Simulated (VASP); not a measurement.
Runs of VASP 6.6.1 on BaTiO3. The structure is that of space group Pm-3m (No. 221), or close to it. The cells are those of the table. 

| task | level | cell | cutoff (eV) | gap on the mesh (eV) | pressure (GPa) |
| --- | --- | --- | --- | --- | --- |
| relaxation of cell and atoms | PBE+D4 | relaxed from a = 4.006 Å, 5 atoms | 600 | 1.74 | 0.4 |
| single point | PBE+D3(BJ) | a = 3.992 Å, 5 atoms | 520 | (b) | 1.8 |
| relaxation of cell and atoms | revPBE+D3(BJ) | relaxed from a = 4.006 Å, 5 atoms | 600 | (a) | 0.1 |
| single point | PBE+D4 | a = 3.996 Å, 5 atoms | 520 | 1.75 | 1.9 |
| single point | revPBE+D3(BJ) | a = 3.993 Å, 5 atoms | 520 | 1.78 | 1.9 |

Alike in all rows: potentials or basis VASP PAW PBE potentials, release 64 (Ba_sv, Ti_sv, O); no spin polarisation; k mesh 6 × 6 × 6; smearing fermi-dirac 0.02 eV.

Task: Estimate the missing entries.

Result: (a) 1.77; (b) 1.76.

Caveats: spin-orbit coupling is left out, which moves the levels of the heavy elements; the relaxation stopped at its first step, so nothing moved (at least some runs); the PAW data sets were made with another functional, which shifts forces and pressure a little (at least some runs).

A k mesh can miss the band edges, and the runs leave out spin-orbit coupling on Ba.
